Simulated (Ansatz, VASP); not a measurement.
# One calculation of KBr, two programs

INCAR

```
SYSTEM = KBr
PREC = Accurate
ENCUT = 500
EDIFF = 1E-6
ISMEAR = -5
SIGMA = 0.1
LREAL = .FALSE.
LASPH = .TRUE.
NELM = 120
ALGO = Normal
ISIF = 2
LWAVE = .FALSE.
LCHARG = .FALSE.
GGA = PE
NBANDS = 15
GGA_COMPAT = .FALSE.
```

KPOINTS

```
Automatic mesh
0
G
  4 4 4
  0 0 0
```

The input POSCAR:

```
KBr
1.0
    3.9762553130      0.0000000000      0.0000000000
    0.0000000000      3.9762553130      0.0000000000
    0.0000000000      0.0000000000      3.9762553130
K Br
1 1
Direct
    0.0000000000      0.0000000000      0.0000000000
    0.5000000000      0.5000000000      0.5000000000
```

Input for Ansatz:

```yaml
crystal:
  lattice:
    - [3.976255313, 0.0, 0.0]
    - [0.0, 3.976255313, 0.0]
    - [0.0, 0.0, 3.976255313]
  atoms:
    - { symbol: K, position: [0.0, 0.0, 0.0] }
    - { symbol: Br, position: [0.5, 0.5, 0.5] }
kpoints:
  mp_grid: { grid: [4, 4, 4] }
hamiltonian:
  xc: pbe
scf:
  occupations: { method: tetrahedron }
  n_extra_bands: 4
output:
  forces: true
  stress: true
  eigenvalues: true
```

Alike in both runs: task single point; functional PBE; k mesh 4 × 4 × 4; occupations tetrahedron; no spin polarisation.

|  | VASP | Ansatz |
| --- | --- | --- |
| version | VASP 6.6.1 | Ansatz 0.2.0 |
| potentials or method | VASP PAW PBE potentials, release 64 (K_sv, Br) | plane waves |
| plane-wave cutoff (eV) | 500 | 420 |
| valence electrons in the cell | 16 | 16 |

|  | VASP | Ansatz | Ansatz less VASP |
| --- | --- | --- | --- |
| gap on the k mesh at the Fermi level (eV) | 4.02 | 4.02 | +0.001 |
| pressure (GPa) | 0.9 | 0.9 | -0.05 |

With one functional, cell and mesh, what is left measures potentials, basis and numerics. Ansatz's warnings: band table not solved further, tetrahedron derivatives may miss energy slope.
